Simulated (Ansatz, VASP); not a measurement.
**One calculation of Ta2C, two programs**

```
Ta C
1.0
     3.07584    0.00000    0.00000
    -1.53792    2.66376    0.00000
     0.00000    0.00000    4.89202
Ta C
2 1
Cartesian
  0.0000 1.7758 1.2385
  1.5379 0.8879 3.6535
  0.0000 0.0000 0.0000
```

Alike in both runs: functional LDA; k mesh 15 × 15 × 10; occupations gaussian, width 0.1 eV; no spin polarisation.

Ansatz relaxed the structure, and its values are those at the end. VASP's run is a single point on that final structure, the one shown.

|  | VASP | Ansatz |
| --- | --- | --- |
| version | VASP 6.6.1 | Ansatz 0.2.0 |
| potentials or method | VASP PAW LDA potentials, release 64 (Ta_sv_GW, C), cutoff 700 eV | scalar-relativistic, plane waves, PAW |
| valence electrons in the cell | 30 | 30 |

|  | VASP | Ansatz | Ansatz less VASP |
| --- | --- | --- | --- |
| gap on the k mesh at the Fermi level (eV) | none | none | - |
| pressure (GPa) | 0.8 | 0.0 | -0.86 |
| rms of the force components (eV/Å) | 0.026 | 0.001 | -0.0242 |

LDA's correlation is that of Perdew and Zunger in VASP and of Perdew and Wang (1992) in Ansatz. A gap of «none» marks a metal or a gap that the smearing closes.

Neither program's run includes spin-orbit coupling.
